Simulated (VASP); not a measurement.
# Sb (Im-3m) in VASP: notebook

Runs on Sb. Level: PBE. Tasks: single point, relaxation of cell and atoms.

All numbers are computed with VASP 6.6.1; they aren't measurements. Logs are shortened: lines on timing, memory, paths and dates and some standing lists are left out, and cuts for length are marked.

## (1) The cell of the first run

The structure is cubic, space group Im-3m (No. 229). The conventional cell has a = 3.793 Å, b = 3.793 Å, c = 3.793 Å, α = 90.00°, β = 90.00°, γ = 90.00°. Sb (site symmetry m-3m) has 14 Sb at 3.28 to 3.79 Å within 4.3 Å.

This isn't the form of Sb at room conditions, which is rhombohedral.

## (2) Single point, PBE

File INCAR:

```
SYSTEM = Sb
PREC = Accurate
ENCUT = 520
EDIFF = 1E-6
ISMEAR = 0
SIGMA = 0.1
LREAL = .FALSE.
LASPH = .TRUE.
NELM = 60
ALGO = Normal
ISIF = 2
LWAVE = .FALSE.
LCHARG = .FALSE.
GGA = PE
NBANDS = 8
```

File KPOINTS:

```
regular mesh
0
G
  16 16 16
  0 0 0
```

File POSCAR:

```
Sb
1.0
   -1.8964368553      1.8964368553      1.8964368553
    1.8964368553     -1.8964368553      1.8964368553
    1.8964368553      1.8964368553     -1.8964368553
Sb
1
Direct
    0.0000000000      0.0000000000      0.0000000000
```

Potentials or basis: VASP PAW PBE potentials, release 64 (Sb).

On the command line:

```
cat potpaw_PBE.64/Sb/POTCAR > POTCAR
mpirun -np 1 vasp_std > vasp.out
```

OUTCAR:

```text
SYSTEM = Sb
   PREC = Accurate
   ENCUT = 520
   EDIFF = 1E-6
   ISMEAR = 0
   LREAL = .FALSE.
   LASPH = .TRUE.
   NELM = 60
   ISIF = 2
   GGA = PE

 ion  position               nearest neighbor table
   1  0.000  0.000  0.000-

  LATTYP: Found a body centered cubic cell.
 ALAT       =     3.7928737106

  Lattice vectors:

 A1 = (  -1.8964368553,   1.8964368553,   1.8964368553)
 A2 = (   1.8964368553,  -1.8964368553,   1.8964368553)
 A3 = (   1.8964368553,   1.8964368553,  -1.8964368553)

Analysis of symmetry for initial positions (statically):
=====================================================================
 Subroutine PRICEL returns:
 Original cell was already a primitive cell.

 Routine SETGRP: Setting up the symmetry group for a
 body centered cubic supercell.

 Subroutine GETGRP returns: Found 48 space group operations
 (whereof 48 operations were pure point group operations)
 out of a pool of 48 trial point group operations.

The static configuration has the point symmetry O_h .

Analysis of symmetry for dynamics (positions and initial velocities):
=====================================================================
 Subroutine PRICEL returns:
 Original cell was already a primitive cell.

 Routine SETGRP: Setting up the symmetry group for a
 body centered cubic supercell.

 Subroutine GETGRP returns: Found 48 space group operations
 (whereof 48 operations were pure point group operations)
 out of a pool of 48 trial point group operations.

The dynamic configuration has the point symmetry O_h .

 Subroutine INISYM returns: Found 48 space group operations
 (whereof 48 operations are pure point group operations),
 and found     1 'primitive' translations

----------------------------------------------------------------------------------------

                                     Primitive cell

  volume of cell :      27.2819

  direct lattice vectors                    reciprocal lattice vectors
    -1.896436855  1.896436855  1.896436855     0.000000000  0.263652332  0.263652332
     1.896436855 -1.896436855  1.896436855     0.263652332  0.000000000  0.263652332
     1.896436855  1.896436855 -1.896436855     0.263652332  0.263652332  0.000000000

  length of vectors
     3.284724987  3.284724987  3.284724987     0.372860704  0.372860704  0.372860704

  position of ions in fractional coordinates (direct lattice)
     0.000000000  0.000000000  0.000000000

  ion indices of the primitive-cell ions
   primitive index   ion index
                 1           1

----------------------------------------------------------------------------------------

 KPOINTS: regular mesh

Automatic generation of k-mesh.
 Grid dimensions read from file:
 generate k-points for:   16   16   16

 Generating k-lattice:

  Cartesian coordinates                     Fractional coordinates (reciprocal lattice)
     0.000000000  0.016478271  0.016478271     0.062500000  0.000000000  0.000000000
     0.016478271  0.000000000  0.016478271     0.000000000  0.062500000  0.000000000
     0.016478271  0.016478271  0.000000000     0.000000000  0.000000000  0.062500000

  Length of vectors
     0.023303794  0.023303794  0.023303794

  Shift w.r.t. Gamma in fractional coordinates (k-lattice)
     0.000000000  0.000000000  0.000000000

 Subroutine IBZKPT returns following result:
 ===========================================

 Found    145 irreducible k-points:

 Following reciprocal coordinates:
            Coordinates               Weight
  0.000000  0.000000  0.000000      1.000000
  0.062500  0.000000  0.000000     12.000000
  0.125000  0.000000  0.000000     12.000000
  0.187500  0.000000  0.000000     12.000000
  0.250000  0.000000  0.000000     12.000000
  0.312500  0.000000  0.000000     12.000000
[... 16 lines left out ...]
  0.187500  0.187500  0.000000     24.000000
  0.250000  0.187500  0.000000     48.000000
 [... further k-points ...]
   k-points           NKPTS =    145   k-points in BZ     NKDIM =    145   number of bands    NBANDS=      8
   number of dos      NEDOS =    301   number of ions     NIONS =      1
   total plane-waves  NPLWV =  13824
   dimension x,y,z NGX =    24 NGY =   24 NGZ =   24
   dimension x,y,z NGXF=    48 NGYF=   48 NGZF=   48
   ions per type =               1
   NGX,Y,Z   is equivalent  to a cutoff of  12.15, 12.15, 12.15 a.u.
   NGXF,Y,Z  is equivalent  to a cutoff of  24.29, 24.29, 24.29 a.u.
 SYSTEM =  Sb
   PREC   = accura    normal or accurate (medium, high low for compatibility)
   ISTART =      0    job   : 0-new  1-cont  2-samecut
   ICHARG =      2    charge: 1-file 2-atom 10-const
   ISPIN  =      1    spin polarized calculation?
   LNONCOLLINEAR =      F non collinear calculations
   LSORBIT =      F    spin-orbit coupling
   LASPH  =      T    aspherical Exc in radial PAW
   ENCUT  =  520.0 eV  38.22 Ry    6.18 a.u.   6.11  6.11  6.11*2*pi/ulx,y,z
   NELM   =     60;   NELMIN=  2; NELMDL= -5     # of ELM steps
   EDIFF  = 0.1E-05   stopping-criterion for ELM
   LREAL  =      F    real-space projection
   EDIFFG = 0.1E-04   stopping-criterion for IOM
   NSW    =      0    number of steps for IOM
   IBRION =     -1    ionic relax: 0-MD 1-quasi-New 2-CG
   NFREE  =      0    steps in history (QN), initial steepest desc. (CG)
   ISIF   =      2    stress and relaxation
   ISYM   =      2    0-nonsym 1-usesym 2-fastsym
   POTIM  = 0.5000    time-step for ionic-motion
   TEBEG  =    0.0;   TEEND  =   0.0 temperature during run
   PSTRESS=    0.0 pullay stress
   NELECT =       5.0000    total number of electrons
   NUPDOWN=      -1.0000    fix difference up-down
   EMIN   =  10.00;   EMAX   =-10.00  energy-range for DOS
   EFERMI =   0.00;   METHOD = LEGACY
   ISMEAR =     0;   SIGMA  =   0.10  broadening in eV -4-tet -1-fermi 0-gaus
   EFERMI_NEDOS =   21; number of points for ismear=-14 and -15
   IALGO  =     38    algorithm
   IMIX   =      4    mixing-type and parameters
     AMIX     =   0.40;   BMIX     =  1.00
     AMIX_MAG =   1.60;   BMIX_MAG =  1.00
  volume/ion in A,a.u.               =      27.28       184.11
  Fermi-wavevector in a.u.,A,eV,Ry     =   0.929908  1.757270 11.765340  0.864728
  Thomas-Fermi vector in A             =   2.056240
   LORBIT       =      0    0 simple, 1 ext, 2 COOP (PROOUT), +10 PAW based schemes
   GGA     = PE    functional components
   LHFCALC =     F    Hartree Fock is set to
   AEXX    =    0.0000 exact exchange contribution
   IVDW    =     0    specifies the selected vdW correction
   LEPSILON=     F    determine dielectric tensor
   LRPA    =     F    only Hartree local field effects (RPA)
 non-spin polarized calculation
 Gauss-broadening in eV      SIGMA  =   0.10
  energy-cutoff  :      520.00
  volume of cell :       27.28
 maximum number of plane-waves:       746
   NGX = 13   NGY = 13   NGZ = 13

 number of electron       5.0000000 magnetization

 Free energy of the ion-electron system (eV)
  ---------------------------------------------------
  ext. energy  EPLUGINS =         0.00000000
  ---------------------------------------------------
  free energy    TOTEN  =        -3.90855898 eV

  energy without entropy =       -3.90480014  energy(sigma->0) =       -3.90667956

 E-fermi :   8.2195     XC(G=0): -10.1721

 val. band max:        8.2175876935   @ k =   0.3125   0.1250   0.0625
 cond. band min:       8.2475308425   @ k =   0.1875   0.1875   0.0625
 fundamental gap:      0.0299431490
 Fermi energy:         8.2194757081

 k-point     1 :       0.0000    0.0000    0.0000
  band No.  band energies     occupation
      1      -4.4609      2.00000
      2      13.6650      0.00000
      3      13.6650      0.00000
      4      13.6650      0.00000
      5      18.7746      0.00000
      6      18.7746      0.00000
      7      18.7746      0.00000
      8      20.0633      0.00000

 k-point     2 :       0.0625    0.0000    0.0000
  band No.  band energies     occupation
      1      -4.3801      2.00000
      2      13.0179      0.00000
      3      13.3960      0.00000
      4      13.5982      0.00000
      5      18.2448      0.00000
      6      18.2711      0.00000
      7      19.1352      0.00000
      8      19.6345      0.00000

 k-point     3 :       0.1250    0.0000    0.0000
  band No.  band energies     occupation
      1      -4.1384      2.00000
      2      11.5199      0.00000
      3      12.7642      0.00000
      4      13.4049      0.00000
      5      17.3144      0.00000
      6      17.4719      0.00000
      7      19.2994      0.00000
      8      19.8348      0.00000

 k-point     4 :       0.1875    0.0000    0.0000
  band No.  band energies     occupation
      1      -3.7382      2.00000
      2       9.7270      0.00000
      3      12.0264      0.00000
      4      13.1142      0.00000
      5      16.4733      0.00000
      6      16.7805      0.00000
      7      19.2704      0.00000
      8      20.1380      0.00000

 k-point     5 :       0.2500    0.0000    0.0000
  band No.  band energies     occupation
      1      -3.1852      2.00000
      2       7.9006      1.99999
      3      11.3281      0.00000
      4      12.7789      0.00000
      5      15.8010      0.00000
      6      16.2076      0.00000
      7      19.5296      0.00000
      8      20.5541      0.00000

 k-point     6 :       0.3125    0.0000    0.0000
  band No.  band energies     occupation
      1      -2.4926      2.00000
      2       6.1608      2.00000
      3      10.7401      0.00000
      4      12.4577      0.00000
      5      15.2907      0.00000
      6      15.7605      0.00000
      7      20.0265      0.00000
      8      21.0870      0.00000

 k-point     7 :       0.3750    0.0000    0.0000
  band No.  band energies     occupation
      1      -1.6960      2.00000
      2       4.5926      2.00000
      3      10.3002      0.00000
      4      12.1981      0.00000
      5      14.9331      0.00000
      6      15.4410      0.00000
      7      20.7007      0.00000
      8      21.7397      0.00000

 k-point     8 :       0.4375    0.0000    0.0000
  band No.  band energies     occupation
      1      -0.9086      2.00000
      2       3.3343      2.00000
      3      10.0290      0.00000
      4      12.0312      0.00000
      5      14.7214      0.00000
      6      15.2493      0.00000
      7      21.4597      0.00000
      8      22.5102      0.00000

 k-point     9 :       0.5000    0.0000    0.0000
  band No.  band energies     occupation
      1      -0.5071      2.00000
      2       2.7745      2.00000
      3       9.9375      0.00000
      4      11.9738      0.00000
      5      14.6513      0.00000
      6      15.1855      0.00000
      7      21.9386      0.00000
      8      23.2890      0.00000

 k-point    10 :       0.0625    0.0625    0.0000
  band No.  band energies     occupation
      1      -4.2189      2.00000
      2      12.0188      0.00000
      3      12.9882      0.00000
      4      13.3199      0.00000
      5      17.7070      0.00000
      6      17.7835      0.00000
      7      19.1429      0.00000
      8      19.4641      0.00000
[... 78 lines left out ...]
 k-point    18 :       0.1875    0.1250    0.0000
  band No.  band energies     occupation
      1      -2.9507      2.00000
      2       7.7930      2.00000
      3      10.1095      0.00000
      4      12.0644      0.00000
      5      16.3878      0.00000
      6      17.2949      0.00000
      7      19.1849      0.00000
      8      21.1211      0.00000

 k-point    19 :       0.2500    0.1250    0.0000
  band No.  band energies     occupation
      1      -2.2651      2.00000
      2       6.2374      2.00000
      3       9.3705      0.00000
      4      11.6818      0.00000
      5      15.9897      0.00000
      6      17.4062      0.00000
      7      19.1905      0.00000
      8      22.4150      0.00000

 k-point    20 :       0.3125    0.1250    0.0000
  band No.  band energies     occupation
      1      -1.4807      2.00000
      2       4.7657      2.00000
      3       8.8640      0.00000
      4      11.3848      0.00000
      5      15.6807      0.00000
      6      17.4214      0.00000
      7      19.5507      0.00000
      8      23.2926      0.00000

 k-point    21 :       0.3750    0.1250   -0.0000
  band No.  band energies     occupation
      1      -0.7137      2.00000
      2       3.5663      2.00000
      3       8.5659      0.00000
      4      11.1978      0.00000
      5      15.4899      0.00000
      6      17.3734      0.00000
      7      20.2133      0.00000
      8      22.3307      0.00000

 k-point    22 :       0.4375    0.1250    0.0000
  band No.  band energies     occupation
      1      -0.3291      2.00000
      2       3.0347      2.00000
      3       8.4672      0.00046
      4      11.1341      0.00000
      5      15.4257      0.00000
      6      17.3479      0.00000
      7      20.8042      0.00000
      8      21.6086      0.00000

 k-point    23 :       0.1875    0.1875    0.0000
  band No.  band energies     occupation
      1      -2.3388      2.00000
      2       6.7286      2.00000
      3       8.8559      0.00000
      4      11.6166      0.00000
      5      16.4465      0.00000
      6      17.3920      0.00000
      7      20.0385      0.00000
      8      21.0729      0.00000

 k-point    24 :       0.2500    0.1875    0.0000
  band No.  band energies     occupation
      1      -1.6105      2.00000
      2       5.5266      2.00000
      3       7.9527      1.99984
      4      11.2610      0.00000
      5      16.3261      0.00000
      6      17.7300      0.00000
      7      20.1455      0.00000
      8      22.0955      0.00000

 [... further k-points ...]

------------------------ aborting loop because EDIFF is reached ----------------------------------------

  FORCE on cell =-STRESS in cart. coord.  units (eV):
  Direction    XX          YY          ZZ          XY          YZ          ZX
  --------------------------------------------------------------------------------------
  -------------------------------------------------------------------------------------
  Total       -0.0280904     -0.0280904     -0.0280904      0.0000000      0.0000000     -0.0000000
  in kB       -1.6496560     -1.6496560     -1.6496560      0.0000000      0.0000000     -0.0000000
  external PRESSURE =      -1.6496560 kB  Pullay stress =       0.0000000 kB

 VOLUME and BASIS-vectors are now :
 -----------------------------------------------------------------------------
  energy-cutoff  :      520.00
  volume of cell :       27.28
      direct lattice vectors                 reciprocal lattice vectors
    -1.896436855  1.896436855  1.896436855     0.000000000  0.263652332  0.263652332
     1.896436855 -1.896436855  1.896436855     0.263652332  0.000000000  0.263652332
     1.896436855  1.896436855 -1.896436855     0.263652332  0.263652332  0.000000000

 POSITION                                       TOTAL-FORCE (eV/Angst)
 -----------------------------------------------------------------------------------
      0.00000      0.00000      0.00000         0.000000     -0.000000      0.000000
 -----------------------------------------------------------------------------------
    total drift:                                0.000000     -0.000000     -0.000000

  FREE ENERGIE OF THE ION-ELECTRON SYSTEM (eV)
  ---------------------------------------------------
  free  energy   TOTEN  =        -3.9085589764 eV

  energy  without entropy=       -3.9048001411  energy(sigma->0) =       -3.90667956
```

Run time: 12 s. Hardware: 1 thread of Intel Xeon Platinum 8175M at 2.50GHz (Skylake/Cascade Lake), shared host; peak memory 0.15 GiB.

What came out:

```
Free energy            : -3.9086 eV
Pressure               : -0.2 GPa
Band gap on the k mesh : zero (an odd number of electrons rules out a gap without spin polarisation)
```

Levels at points of the mesh, in eV from the Fermi level:
```csv
k point,band 1,band 2,band 3,band 4,band 5,band 6,band 7
"(0.00, 0.00, 0.00)",-12.68,5.45,5.45,5.45,10.56,10.56,10.56
"(0.50, 0.00, 0.00)",-8.73,-5.44,1.72,3.75,6.43,6.97,13.72
"(0.50, 0.50, 0.50)",-5.59,-1.91,-1.91,-1.91,3.06,3.06,17.51
```

Caveat: spin-orbit coupling is left out, which moves the levels of the heavy elements.

[end of part 1 of 2]
